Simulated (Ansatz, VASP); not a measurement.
# One calculation of IrPt2, two programs

```
CELL_PARAMETERS angstrom
0.00000 3.00648 3.00648
3.00648 0.00000 3.00648
3.00648 3.00648 0.00000
ATOMIC_POSITIONS crystal
Ir 0.00000 0.00000 0.00000
Pt 0.75000 0.75000 0.75000
Pt 0.50000 0.50000 0.50000
```

Change from the starting cell: species swapped into the Cu2Se type (F-43m, No. 216).

Alike in both runs: functional PBE; k mesh 6 × 6 × 6; occupations gaussian, width 0.2 eV; no spin polarisation.

Ansatz relaxed the structure, and its values are those at the end. VASP's run is a single point on that final structure, the one shown.

|  | VASP | Ansatz |
| --- | --- | --- |
| version | VASP 6.6.1 | Ansatz 0.2.0 |
| potentials or method | VASP PAW PBE potentials, release 64 (Ir, Pt), cutoff 500 eV | scalar-relativistic, plane waves, PAW |
| valence electrons in the cell | 29 | 53 |

Ansatz gave:

| Quantity | Value |
| --- | --- |
| gap on the k mesh at the Fermi level (eV) | none |
| pressure (GPa) | 0.1 |

Q: Which values does VASP return?

A: gap on the k mesh at the Fermi level (eV): none; pressure (GPa): -0.2.

A gap of «none» marks a metal or a gap that the smearing closes. VASP's potentials hold 29 valence electrons a cell and Ansatz's 53, so a difference there can come from the potentials and not from the codes.

Spin-orbit coupling is off throughout.
